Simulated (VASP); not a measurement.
Runs of VASP 6.6.1 on ZrB2. The structure is that of space group P6/mmm (No. 191), or close to it. The cells are those of the table. 

```csv
cell,gap on the mesh (eV),pressure (GPa)
"a = 3.227, b = 3.226, c = 3.431 Å, angles 90.0, 90.0, 120.0°, 3 atoms",none,-10.1
"a = 3.227, b = 3.226, c = 3.489 Å, angles 90.0, 90.0, 120.0°, 3 atoms",none,-13.6
"a = 3.164, b = 3.164, c = 3.547 Å, angles 90.0, 90.0, 120.0°, 3 atoms",none,-8.3
"a = 3.227, b = 3.226, c = 3.547 Å, angles 90.0, 90.0, 120.0°, 3 atoms",none,-16.8
"a = 3.195, b = 3.195, c = 3.547 Å, angles 90.0, 90.0, 120.0°, 3 atoms",none,(b)
"a = 3.195, b = 3.195, c = 3.663 Å, angles 90.0, 90.0, 120.0°, 3 atoms",none,-18.5
"a = 3.133, b = 3.133, c = 3.663 Å, angles 90.0, 90.0, 120.0°, 3 atoms",none,(a)
"a = 3.164, b = 3.164, c = 3.605 Å, angles 90.0, 90.0, 120.0°, 3 atoms",none,-11.6
```

Alike in all rows: task single point; level LDA; potentials or basis VASP PAW LDA potentials, release 64 (Zr_sv, B); no spin polarisation; k mesh 15 × 15 × 12; cutoff (eV) 520; smearing gaussian 0.15 eV.

Q: Estimate the missing entries.

A: (a) -10.2; (b) -12.7.

A k mesh can miss the band edges, and the runs leave out spin-orbit coupling on Zr.

A gap of «none» marks levels without a gap at the run's occupations.
